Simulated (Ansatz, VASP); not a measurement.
**Two plane-wave programs on LiF**

File POSCAR:

```
LiF
1.0
    0.0000000000      2.0005018100      2.0005018100
    2.0005018100      0.0000000000      2.0005018100
    2.0005018100      2.0005018100      0.0000000000
Li F
1 1
Direct
    0.0000000000      0.0000000000      0.0000000000
    0.5000000000      0.5000000000      0.5000000000
```

File INCAR.step1:

```
SYSTEM = LiF
ALGO = Normal
EDIFF = 1E-5
ENCUT = 520
GGA = PE
ISIF = 2
ISMEAR = -1
LASPH = .True.
LREAL = .False.
LWAVE = .True.
NBANDS = 12
NELM = 60
PREC = Accurate
SIGMA = 0.05
```

Contents of INCAR.step2:

```
SYSTEM = LiF
ALGO = Normal
EDIFF = 1E-6
ENCUT = 520
GGA = PE
HFSCREEN = 0.2079
ISIF = 2
ISMEAR = -1
ISTART = 1
LASPH = .True.
LCHARG = .True.
LELF = .True.
LHFCALC = .True.
LREAL = .False.
LVHAR = .True.
LWAVE = .False.
NBANDS = 12
NELM = 60
PREC = Accurate
PRECFOCK = Normal
SIGMA = 0.05
```

The input KPOINTS:

```
k-points
0
Gamma
  4 4 4
  0 0 0
```

Input for Ansatz:

```yaml
crystal:
  lattice:
    - [0.0, 2.00050181002, 2.00050181002]
    - [2.00050181002, 0.0, 2.00050181002]
    - [2.00050181002, 2.00050181002, 0.0]
  atoms:
    - { symbol: Li, position: [0.0, 0.0, 0.0] }
    - { symbol: F, position: [0.5, 0.5, 0.5] }
kpoints:
  mp_grid: { grid: [4, 4, 4] }
hamiltonian:
  xc: hse06
  pseudopotentials: { kind: paw }
scf:
  occupations: { method: fermi_dirac, width: 0.05 }
output:
  forces: true
  stress: true
  eigenvalues: true
```

Alike in both runs: task single point; functional HSE06; k mesh 4 × 4 × 4; occupations fermi-dirac, width 0.05 eV; no spin polarisation.

|  | VASP | Ansatz |
| --- | --- | --- |
| version | VASP 6.6.1 | Ansatz 0.2.0 development build |
| potentials or method | VASP PAW PBE potentials, release 64 (Li_sv, F) | plane waves, PAW datasets (generated soft set 1) |
| plane-wave cutoff (eV) | 520 | 420 |
| valence electrons in the cell | 10 | 10 |

```csv
,VASP,Ansatz,Ansatz less VASP
gap on the k mesh at the Fermi level (eV),11.59,11.60,+0.008
```

The functional is the same, so the differences come from potentials, cutoffs and numerics. Ansatz's warnings: stress exchange threshold loose, stress scf threshold loose.

The k mesh is coarse, so the values compare programs but aren't converged. Noted on VASP's run: the cutoff is short for stress, so the pressure is rough.
